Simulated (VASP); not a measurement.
Set up this calculation in VASP 6.6.1, as the native input.

```
Task                   : single point
Functional             : PBE
Dispersion             : D4
Potentials or basis    : VASP PAW PBE potentials, release 64 (Ba_sv, Sr_sv, N)
Cutoff                 : 520 eV
k mesh                 : 6 × 6 × 2
Occupations            : fermi-dirac, width 0.05 eV
Spin                   : no spin polarisation
Dipole correction      : no
Further INCAR settings : ALGO = Normal; EDIFF = 1e-06; NBANDS = 28
```

The structure of Ba2SrN2 lies in POSCAR:

```
Ba2SrN2
1.0
    4.0574533825      0.0000000000      0.0000000000
   -2.0287266913      3.5138577706      0.0000000000
    0.0000000000      0.0000000000     10.9015634532
Ba Sr N
2 1 2
Direct
    0.6666666667      0.3333333333      0.2154780000
    0.3333333333      0.6666666667      0.7845220000
    0.0000000000      0.0000000000      0.5000000000
    0.6666666667      0.3333333333      0.6607440000
    0.3333333333      0.6666666667      0.3392560000
```

These files were run (other wordings do the same):

INCAR

```
SYSTEM = Ba2SrN2
  PREC = Accurate
  ENCUT = 520
  EDIFF = 1E-6
  ISMEAR = -1
  SIGMA = 0.05
  LREAL = .FALSE.
  LASPH = .TRUE.
  NELM = 60
  ALGO = Normal
  ISIF = 2
  LWAVE = .FALSE.
  LCHARG = .FALSE.
  GGA = PE
  IVDW = 13
  NBANDS = 28
```

KPOINTS

```
Automatic mesh
0
G
  6 6 2
  0 0 0
```

Potentials or basis: VASP PAW PBE potentials, release 64 (Ba_sv, Sr_sv, N).

Run with:

```bash
$ cat potpaw_PBE.64/Ba_sv/POTCAR potpaw_PBE.64/Sr_sv/POTCAR potpaw_PBE.64/N/POTCAR > POTCAR
$ mpirun -np 1 vasp_std > vasp.out
```

It gave:

```yaml
Pressure: -4.2 GPa
Largest_force: 0.684 eV/Å
Band_gap_on_the_k_mesh: zero (band 20 reaches 1.42 eV, above the bottom of band 21 at 1.23 eV)
Dispersion_energy_per_atom: -0.160 eV
```

Caveat: spin-orbit coupling is left out, which moves the levels of the heavy elements; pairwise dispersion overbinds metals, which lowers pressure and volume.

Run time: 65 s on 1 thread of Intel(R) Xeon(R) Platinum 8375C CPU @ 2.90GHz (Ice Lake), on a shared host, peak memory 0.29 GiB.
